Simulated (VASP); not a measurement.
Wanted: the native input for a VASP 6.6.1 run.

```
Task                   : single point
Functional             : PBEsol
Potentials or basis    : VASP PAW PBE potentials, release 64 (In_d, Se)
Cutoff                 : 520 eV
k mesh                 : 10 × 10 × 4
Occupations            : gaussian, width 0.1 eV
Spin                   : no spin polarisation
Dipole correction      : no
Further INCAR settings : ALGO = Normal; EDIFF = 1e-07; NBANDS = 34
```

The structure of InSe2 lies in POSCAR:

```
InSe2
1.0
    3.8327851473      0.0000000000      0.0000000000
    0.0000000000      3.8327851473      0.0000000000
    0.0000000000      0.0000000000      9.3405131992
In Se
2 4
Direct
    0.0000000000      0.5000000000      0.7051148767
    0.5000000000      0.0000000000      0.2948851233
    0.0000000000      0.5000000000      0.3669879178
    0.5000000000      0.0000000000      0.6330120822
    0.0000000000      0.0000000000      0.0000000000
    0.5000000000      0.5000000000      0.0000000000
```

These files were run (other wordings do the same):

INCAR

```
PREC = Accurate
ENCUT = 520
EDIFF = 1E-7
ISMEAR = 0
SIGMA = 0.1
LREAL = False
LASPH = True
NELM = 100
ALGO = Normal
ISIF = 2
LWAVE = False
LCHARG = False
GGA = PS
NBANDS = 34
```

KPOINTS

```
regular mesh
0
Gamma
  10 10 4
```

Potentials or basis: VASP PAW PBE potentials, release 64 (In_d, Se).

Launch:

```bash
$ cat potpaw_PBE.64/In_d/POTCAR potpaw_PBE.64/Se/POTCAR > POTCAR
$ mpirun -np 1 vasp_std > vasp.out
```

Results of the run:

```
Pressure               : 0.1 GPa
Band gap on the k mesh : zero (bands 25 and 26 overlap by 2.35 eV)
```

Caveat: the PAW data sets were made with another functional, which shifts forces and pressure a little; spin-orbit coupling is left out, which moves the levels of the heavy elements.

Wall time 2.5 min on 1 thread of Intel(R) Xeon(R) 6975P-C (Granite Rapids), on a shared host, peak memory 0.4 GiB.
